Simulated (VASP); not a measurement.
Set up this calculation in VASP 6.6.1, as the native input.

```
Task                   : electric field gradients
Functional             : PBE
Potentials or basis    : VASP PAW PBE potentials, release 64 (Ba_sv, Ti_sv, O)
Cutoff                 : 520 eV
k mesh                 : 8 × 8 × 8
Occupations            : fermi-dirac, width 0.05 eV
Spin                   : no spin polarisation
Dipole correction      : no
Further INCAR settings : ALGO = Normal; EDIFF = 1e-08; NBANDS = 28
```

The structure of BaTiO3 lies in POSCAR:

```
BaTiO3
1.0
    4.0338391840      0.0000000000      0.0000000000
    0.0000000000      4.0338391840      0.0000000000
    0.0000000000      0.0000000000      4.0338391840
Ba Ti O
1 1 3
Direct
    0.5000000000      0.5000000000      0.5000000000
    0.0000000000      0.0000000000      0.0000000000
    0.5000000000      0.0000000000      0.0000000000
    0.0000000000      0.5000000000      0.0000000000
    0.0000000000      0.0000000000      0.5000000000
```

This cell differs from its parent crystal: volume scaled by 1.02.

The input as run:

INCAR

```
PREC     = Accurate       # precision mode
ENCUT    = 520            # plane-wave cutoff, eV
EDIFF    = 1E-8           # SCF threshold, eV
ISMEAR   = -1             # smearing method
SIGMA    = 0.05           # smearing width, eV
LREAL    = False          # projectors in reciprocal space
LASPH    = True           # aspherical terms in the spheres
NELM     = 60             # most SCF steps
ALGO     = Normal         # electronic algorithm
ISIF     = 2              # what is computed and relaxed
LWAVE    = False          # write WAVECAR
LCHARG   = False          # write CHGCAR
GGA      = PE             # functional
LEFG     = True         
NBANDS   = 28             # bands
```

KPOINTS

```
regular mesh
0
Gamma
  8 8 8
```

Potentials or basis: VASP PAW PBE potentials, release 64 (Ba_sv, Ti_sv, O).

Command:

```console
$ cat potpaw_PBE.64/Ba_sv/POTCAR potpaw_PBE.64/Ti_sv/POTCAR potpaw_PBE.64/O/POTCAR > POTCAR
$ mpirun -np 1 vasp_std > vasp.out
```

It gave:

```
Pressure               : -0.1 GPa
Band gap on the k mesh : 1.70 eV, indirect (least direct gap 1.87 eV)
```

Caveat: without QUAD_EFG the Cq values of the log hold for a quadrupole moment of 1 mb, not for the nuclei; spin-orbit coupling is left out, which moves the levels of the heavy elements.

Wall time 66 s on 1 thread of Intel(R) Xeon(R) Platinum 8488C (Sapphire Rapids), with other jobs on the host, peak memory 0.21 GiB.
